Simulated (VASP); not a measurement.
Set up this calculation in VASP 6.6.1, as the native input.

```
Task                   : single point
Functional             : PBE
Potentials or basis    : VASP PAW PBE potentials, release 64 (Si, C_h)
Cutoff                 : 1300 eV
k mesh                 : 6 × 4 × 2
Occupations            : gaussian, width 0.1 eV
Spin                   : no spin polarisation
Dipole correction      : no
Further INCAR settings : ALGO = Normal; EDIFF = 1e-06; NBANDS = 36
```

The structure of SiC5 lies in POSCAR:

```
SiC5
1.0
    3.2772508512     -0.0207220368      0.0075640830
   -1.5827126291      5.2325420667     -0.0021187688
   -0.0396190234     -0.6724389146      9.6409431424
Si C
2 10
Direct
    0.3994039503      0.3776138943      0.2694867771
    0.6230624299      0.8341178907      0.7199694355
    0.4603337799      0.5019551167      0.4499070083
    0.5160170582      0.6142827123      0.0167696090
    0.6767392628      0.9306092889      0.2069906692
    0.3013703154      0.1944002368      0.8343328627
    0.5444462715      0.6728613905      0.8836268555
    0.5113012923      0.6073306228      0.5672861533
    0.8017217289      0.1802826548      0.2368001861
    0.2069713725      0.0043862116      0.7376036274
    0.5498158054      0.6793570531      0.1634291339
    0.4088167329      0.4028029275      0.9137976818
```

One way to write it, as run:

INCAR

```
ALGO = Normal ; EDIFF = 1E-6
ENCUT = 1300 ; GGA = PE
GGA_COMPAT = False ; ISIF = 2
ISMEAR = 0 ; LASPH = True
LCHARG = False ; LREAL = False
LWAVE = False ; NBANDS = 36
NELM = 120 ; PREC = Accurate
SIGMA = 0.1
```

KPOINTS

```
k-points
0
Gamma
  6 4 2
```

Potentials or basis: VASP PAW PBE potentials, release 64 (Si, C_h).

Launch:

```bash
$ cat potpaw_PBE.64/Si/POTCAR potpaw_PBE.64/C_h/POTCAR > POTCAR
$ mpirun -np 1 vasp_std > vasp.out
```

Results of the run:

| Quantity | Value |
| --- | --- |
| Pressure | -0.2 GPa |
| Largest force | 0.024 eV/Å |
| Band gap on the k mesh | zero (bands 24 and 25 overlap by 0.37 eV) |

Caveat: semilocal functionals underestimate gaps, and a narrow one can read as zero.

Wall time 18 min on 1 thread of Intel(R) Xeon(R) 6975P-C (Granite Rapids), with other jobs on the host, peak memory 0.93 GiB.
